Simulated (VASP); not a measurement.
Set up this calculation in VASP 6.6.1, as the native input.

| Quantity | Value |
| --- | --- |
| Task | single point |
| Functional | PBE |
| Dispersion | D3(BJ) |
| Potentials or basis | VASP PAW PBE potentials, release 64 (S, Mo_sv) |
| Cutoff | 520 eV |
| k mesh | 12 × 12 × 1 |
| Occupations | gaussian, width 0.1 eV |
| Spin | no spin polarisation |
| Dipole correction | yes |
| Further INCAR settings | ALGO = Fast; EDIFF = 1e-07; NBANDS = 35 |

The structure of MoS2 lies in POSCAR:

```
MoS2
1.0
    3.1346592763      0.0000000000      0.0000000000
   -1.5673296382      2.7146945655      0.0000000000
    0.0000000000      0.0000000000     23.9375766064
S Mo
4 2
Direct
    0.0000000000      0.0000000000      0.1879889545
    0.3333333333      0.6666666667      0.3224548763
    0.3333333333      0.8333333333      0.4578069235
    0.6666666667      1.5000000000      0.5922728453
    0.6666666667      0.3333333333      0.2552219154
    1.0000000000      1.1666666667      0.5250398844
```

This cell differs from its parent crystal: layers slid over each other.

These files were run (other wordings do the same):

INCAR

```
ALGO     = Fast           # electronic algorithm
DIPOL    = 0.5 0.5 0.390
EDIFF    = 1E-7           # SCF threshold, eV
ENCUT    = 520            # plane-wave cutoff, eV
GGA      = PE             # functional
IDIPOL   = 3            
ISIF     = 2              # what is computed and relaxed
ISMEAR   = 0              # smearing method
IVDW     = 12             # dispersion correction
LASPH    = T              # aspherical terms in the spheres
LCHARG   = T              # write CHGCAR
LDIPOL   = T            
LELF     = T              # ELF
LREAL    = F              # projectors in reciprocal space
LVACPOTAV= T            
LVHAR    = T            
LWAVE    = F              # write WAVECAR
NBANDS   = 35             # bands
NELM     = 80             # most SCF steps
PREC     = Accurate       # precision mode
SIGMA    = 0.1            # smearing width, eV
```

KPOINTS

```
k-points
0
Gamma
  12 12 1
```

Potentials or basis: VASP PAW PBE potentials, release 64 (S, Mo_sv).

Launch:

```console
$ cat potpaw_PBE.64/S/POTCAR potpaw_PBE.64/Mo_sv/POTCAR > POTCAR
$ mpirun -np 1 vasp_std > vasp.out
```

Results of the run:

```
Largest force              : 0.111 eV/Å
Band gap on the k mesh     : zero (bands 26 and 27 overlap by 0.46 eV)
Dispersion energy per atom : -0.366 eV
```

Caveat: the cell differs from its parent crystal (layers slid over each other).

Run time: 30 min on 1 thread of Oxide Virtual Turin-like Processor, on a shared host, peak memory 0.57 GiB.
